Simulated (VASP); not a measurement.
# ZnSe (F-43m) in VASP: single point with PBE

Aim: the single point of ZnSe with PBE.

All numbers are computed with VASP 6.6.1; they aren't measurements. Logs are shortened: lines on timing, memory, paths and dates and some standing lists are left out, and cuts for length are marked.

## 1. The cell of the first run

It takes space group F-43m (No. 216, cubic). The conventional cell has a = 5.733 Å, b = 5.733 Å, c = 5.733 Å, α = 90.00°, β = 90.00°, γ = 90.00°. Within 3.3 Å of Zn (site symmetry -43m) lie 4 Se at 2.48 Å. Se (site symmetry -43m) has 4 Zn at 2.48 Å within 3.3 Å.

## 2. Single point, PBE

The input, INCAR:

```
SYSTEM = ZnSe
  PREC = Accurate
  ENCUT = 500
  EDIFF = 1E-6
  ISMEAR = 0
  SIGMA = 0.02
  LREAL = .FALSE.
  LASPH = .TRUE.
  NELM = 120
  ALGO = Normal
  ISIF = 2
  LWAVE = .FALSE.
  LCHARG = .FALSE.
  GGA = PE
  NBANDS = 16
  GGA_COMPAT = .FALSE.
```

The input, KPOINTS:

```
Automatic mesh
0
G
  8 8 8
  0 0 0
```

The input, POSCAR:

```
ZnSe
1.0
    0.0000000000      2.8664717067      2.8664717067
    2.8664717067      0.0000000000      2.8664717067
    2.8664717067      2.8664717067      0.0000000000
Zn Se
1 1
Direct
    0.0000000000      0.0000000000      0.0000000000
    0.2500000000      0.2500000000      0.2500000000
```

Potentials or basis: VASP PAW PBE potentials, release 64 (Zn, Se).

On the command line:

```bash
$ cat potpaw_PBE.64/Zn/POTCAR potpaw_PBE.64/Se/POTCAR > POTCAR
$ mpirun -np 1 vasp_std > vasp.out
```

OUTCAR:

```text
SYSTEM = ZnSe
   PREC = Accurate
   ENCUT = 500
   EDIFF = 1E-6
   ISMEAR = 0
   LREAL = .FALSE.
   LASPH = .TRUE.
   NELM = 120
   ISIF = 2
   GGA = PE

 ion  position               nearest neighbor table
   1  0.000  0.000  0.000-   2 2.48   2 2.48   2 2.48   2 2.48
   2  0.250  0.250  0.250-   1 2.48   1 2.48   1 2.48   1 2.48

  LATTYP: Found a face centered cubic cell.
 ALAT       =     5.7329434134

  Lattice vectors:

 A1 = (   0.0000000000,   2.8664717067,   2.8664717067)
 A2 = (   2.8664717067,   0.0000000000,   2.8664717067)
 A3 = (   2.8664717067,   2.8664717067,   0.0000000000)

Analysis of symmetry for initial positions (statically):
=====================================================================
 Subroutine PRICEL returns:
 Original cell was already a primitive cell.

 Routine SETGRP: Setting up the symmetry group for a
 face centered cubic supercell.

 Subroutine GETGRP returns: Found 24 space group operations
 (whereof 24 operations were pure point group operations)
 out of a pool of 48 trial point group operations.

The static configuration has the point symmetry T_d .

Analysis of symmetry for dynamics (positions and initial velocities):
=====================================================================
 Subroutine PRICEL returns:
 Original cell was already a primitive cell.

 Routine SETGRP: Setting up the symmetry group for a
 face centered cubic supercell.

 Subroutine GETGRP returns: Found 24 space group operations
 (whereof 24 operations were pure point group operations)
 out of a pool of 48 trial point group operations.

The dynamic configuration has the point symmetry T_d .

 Subroutine INISYM returns: Found 24 space group operations
 (whereof 24 operations are pure point group operations),
 and found     1 'primitive' translations

----------------------------------------------------------------------------------------

                                     Primitive cell

  volume of cell :      47.1056

  direct lattice vectors                    reciprocal lattice vectors
     0.000000000  2.866471707  2.866471707    -0.174430468  0.174430468  0.174430468
     2.866471707  0.000000000  2.866471707     0.174430468 -0.174430468  0.174430468
     2.866471707  2.866471707  0.000000000     0.174430468  0.174430468 -0.174430468

  length of vectors
     4.053803164  4.053803164  4.053803164     0.302122432  0.302122432  0.302122432

  position of ions in fractional coordinates (direct lattice)
     0.000000000  0.000000000  0.000000000
     0.250000000  0.250000000  0.250000000

  ion indices of the primitive-cell ions
   primitive index   ion index
                 1           1
                 2           2

----------------------------------------------------------------------------------------

 KPOINTS: Automatic mesh

Automatic generation of k-mesh.
 Grid dimensions read from file:
 generate k-points for:    8    8    8

 Generating k-lattice:

  Cartesian coordinates                     Fractional coordinates (reciprocal lattice)
    -0.021803808  0.021803808  0.021803808     0.125000000  0.000000000  0.000000000
     0.021803808 -0.021803808  0.021803808     0.000000000  0.125000000  0.000000000
     0.021803808  0.021803808 -0.021803808     0.000000000  0.000000000  0.125000000

  Length of vectors
     0.037765304  0.037765304  0.037765304

  Shift w.r.t. Gamma in fractional coordinates (k-lattice)
     0.000000000  0.000000000  0.000000000

 Subroutine IBZKPT returns following result:
 ===========================================

 Found     29 irreducible k-points:

 Following reciprocal coordinates:
            Coordinates               Weight
  0.000000  0.000000  0.000000      1.000000
  0.125000  0.000000  0.000000      8.000000
  0.250000  0.000000  0.000000      8.000000
  0.375000  0.000000  0.000000      8.000000
  0.500000  0.000000  0.000000      4.000000
  0.125000  0.125000  0.000000      6.000000
[... 16 lines left out ...]
  0.500000  0.250000  0.125000     48.000000
 -0.375000  0.250000  0.125000     24.000000
 [... further k-points ...]
   k-points           NKPTS =     29   k-points in BZ     NKDIM =     29   number of bands    NBANDS=     16
   number of dos      NEDOS =    301   number of ions     NIONS =      2
   total plane-waves  NPLWV =  27000
   dimension x,y,z NGX =    30 NGY =   30 NGZ =   30
   dimension x,y,z NGXF=    60 NGYF=   60 NGZF=   60
   ions per type =               1   1
   NGX,Y,Z   is equivalent  to a cutoff of  12.30, 12.30, 12.30 a.u.
   NGXF,Y,Z  is equivalent  to a cutoff of  24.61, 24.61, 24.61 a.u.
 SYSTEM =  ZnSe
   PREC   = accura    normal or accurate (medium, high low for compatibility)
   ISTART =      0    job   : 0-new  1-cont  2-samecut
   ICHARG =      2    charge: 1-file 2-atom 10-const
   ISPIN  =      1    spin polarized calculation?
   LNONCOLLINEAR =      F non collinear calculations
   LSORBIT =      F    spin-orbit coupling
   LASPH  =      T    aspherical Exc in radial PAW
   ENCUT  =  500.0 eV  36.75 Ry    6.06 a.u.   7.39  7.39  7.39*2*pi/ulx,y,z
   NELM   =    120;   NELMIN=  2; NELMDL= -5     # of ELM steps
   EDIFF  = 0.1E-05   stopping-criterion for ELM
   LREAL  =      F    real-space projection
   EDIFFG = 0.1E-04   stopping-criterion for IOM
   NSW    =      0    number of steps for IOM
   IBRION =     -1    ionic relax: 0-MD 1-quasi-New 2-CG
   NFREE  =      0    steps in history (QN), initial steepest desc. (CG)
   ISIF   =      2    stress and relaxation
   ISYM   =      2    0-nonsym 1-usesym 2-fastsym
   POTIM  = 0.5000    time-step for ionic-motion
   TEBEG  =    0.0;   TEEND  =   0.0 temperature during run
   PSTRESS=    0.0 pullay stress
   NELECT =      18.0000    total number of electrons
   NUPDOWN=      -1.0000    fix difference up-down
   EMIN   =  10.00;   EMAX   =-10.00  energy-range for DOS
   EFERMI =   0.00;   METHOD = LEGACY
   ISMEAR =     0;   SIGMA  =   0.02  broadening in eV -4-tet -1-fermi 0-gaus
   EFERMI_NEDOS =   21; number of points for ismear=-14 and -15
   IALGO  =     38    algorithm
   IMIX   =      4    mixing-type and parameters
     AMIX     =   0.40;   BMIX     =  1.00
     AMIX_MAG =   1.60;   BMIX_MAG =  1.00
  volume/ion in A,a.u.               =      23.55       158.94
  Fermi-wavevector in a.u.,A,eV,Ry     =   1.187977  2.244951 19.201755  1.411289
  Thomas-Fermi vector in A             =   2.324117
   LORBIT       =      0    0 simple, 1 ext, 2 COOP (PROOUT), +10 PAW based schemes
   GGA     = PE    functional components
   LHFCALC =     F    Hartree Fock is set to
   AEXX    =    0.0000 exact exchange contribution
   IVDW    =     0    specifies the selected vdW correction
   LEPSILON=     F    determine dielectric tensor
   LRPA    =     F    only Hartree local field effects (RPA)
 non-spin polarized calculation
 Gauss-broadening in eV      SIGMA  =   0.02
  energy-cutoff  :      500.00
  volume of cell :       47.11
 maximum number of plane-waves:      1243
 NGX is ok and might be reduce to    30
   NGX = 15   NGY = 15   NGZ = 15

 number of electron      18.0000017 magnetization

 Free energy of the ion-electron system (eV)
  ---------------------------------------------------
  ext. energy  EPLUGINS =         0.00000000
  ---------------------------------------------------
  free energy    TOTEN  =        -6.03233385 eV

  energy without entropy =       -6.03233385  energy(sigma->0) =       -6.03233385

 E-fermi :   1.4100     XC(G=0):  -9.1655

 val. band max:        1.3243256175   @ k =   0.0000   0.0000   0.0000
 cond. band min:       2.4776093792   @ k =   0.0000   0.0000   0.0000
 fundamental gap:      1.1532837617
 Fermi energy:         1.4099835115

 k-point     1 :       0.0000    0.0000    0.0000
  band No.  band energies     occupation
      1     -11.7202      2.00000
      2      -5.1026      2.00000
      3      -5.1026      2.00000
      4      -5.1026      2.00000
      5      -4.7633      2.00000
      6      -4.7633      2.00000
[... 8 lines left out ...]
     15      12.7125      0.00000
     16      12.7125      0.00000

 k-point     2 :       0.1250    0.0000    0.0000
  band No.  band energies     occupation
      1     -11.6261      2.00000
      2      -5.0937      2.00000
      3      -5.0880      2.00000
      4      -5.0880      2.00000
      5      -4.7645      2.00000
      6      -4.7645      2.00000
[... 8 lines left out ...]
     15      11.9588      0.00000
     16      11.9789      0.00000

 k-point     3 :       0.2500    0.0000    0.0000
  band No.  band energies     occupation
      1     -11.3827      2.00000
      2      -5.0558      2.00000
      3      -5.0558      2.00000
      4      -5.0355      2.00000
      5      -4.7631      2.00000
      6      -4.7631      2.00000
[... 8 lines left out ...]
     15      11.7229      0.00000
     16      11.9809      0.00000

 k-point     4 :       0.3750    0.0000    0.0000
  band No.  band energies     occupation
      1     -11.1112      2.00000
      2      -5.0299      2.00000
      3      -5.0299      2.00000
      4      -4.8489      2.00000
      5      -4.7534      2.00000
      6      -4.7534      2.00000
[... 8 lines left out ...]
     15      12.7906      0.00000
     16      12.7906      0.00000
[... 324 lines left out ...]
 k-point    22 :       0.3750    0.2500    0.1250
  band No.  band energies     occupation
      1     -11.1929      2.00000
      2      -5.0550      2.00000
      3      -5.0075      2.00000
      4      -4.9782      2.00000
      5      -4.7754      2.00000
      6      -4.7406      2.00000
[... 8 lines left out ...]
     15      13.4692      0.00000
     16      14.5832      0.00000

 k-point    23 :       0.5000    0.2500    0.1250
  band No.  band energies     occupation
      1     -10.9668      2.00000
      2      -5.0113      2.00000
      3      -4.9849      2.00000
      4      -4.8562      2.00000
      5      -4.7514      2.00000
      6      -4.6997      2.00000
[... 8 lines left out ...]
     15      13.7610      0.00000
     16      14.8811      0.00000

 k-point    24 :      -0.3750    0.2500    0.1250
  band No.  band energies     occupation
      1     -10.8667      2.00000
      2      -5.0043      2.00000
      3      -4.9723      2.00000
      4      -4.7902      2.00000
      5      -4.7563      2.00000
      6      -4.5698      2.00000
[... 8 lines left out ...]
     15      13.9454      0.00000
     16      14.7362      0.00000

 [... further k-points ...]
[... 5 lines left out ...]
  --------------------------------------------------------------------------------------
  -------------------------------------------------------------------------------------
  Total        0.0593323      0.0593323      0.0593323      0.0000000     -0.0000000      0.0000000
  in kB        2.0180367      2.0180367      2.0180367      0.0000000     -0.0000000      0.0000000
  external PRESSURE =       2.0180367 kB  Pullay stress =       0.0000000 kB

 VOLUME and BASIS-vectors are now :
 -----------------------------------------------------------------------------
  energy-cutoff  :      500.00
  volume of cell :       47.11
      direct lattice vectors                 reciprocal lattice vectors
     0.000000000  2.866471707  2.866471707    -0.174430468  0.174430468  0.174430468
     2.866471707  0.000000000  2.866471707     0.174430468 -0.174430468  0.174430468
     2.866471707  2.866471707  0.000000000     0.174430468  0.174430468 -0.174430468

 POSITION                                       TOTAL-FORCE (eV/Angst)
 -----------------------------------------------------------------------------------
      0.00000      0.00000      0.00000        -0.000000     -0.000000     -0.000000
      1.43324      1.43324      1.43324         0.000000      0.000000      0.000000
 -----------------------------------------------------------------------------------
    total drift:                               -0.000000     -0.000000     -0.000000

  FREE ENERGIE OF THE ION-ELECTRON SYSTEM (eV)
  ---------------------------------------------------
  free  energy   TOTEN  =        -6.0323338521 eV

  energy  without entropy=       -6.0323338521  energy(sigma->0) =       -6.03233385
```

Wall time 45 s (1 thread of Intel Xeon 8259CL, shared host); peak memory 0.17 GiB.

What came out:

```
Free energy            : -6.0323 eV
Pressure               : 0.2 GPa
Band gap on the k mesh : 1.15 eV
```

Levels at points of the mesh, in eV from the valence-band top:
```
           k point  band 7  band 8  band 9  band 10  band 11  band 12
(0.00, 0.00, 0.00)    0.00    0.00    0.00     1.15     5.81     5.81
(0.50, 0.00, 0.00)   -5.01   -0.82   -0.82     2.48     6.38     6.38
(0.50, 0.50, 0.00)   -4.60   -2.06   -2.06     3.06     3.46    10.49
```
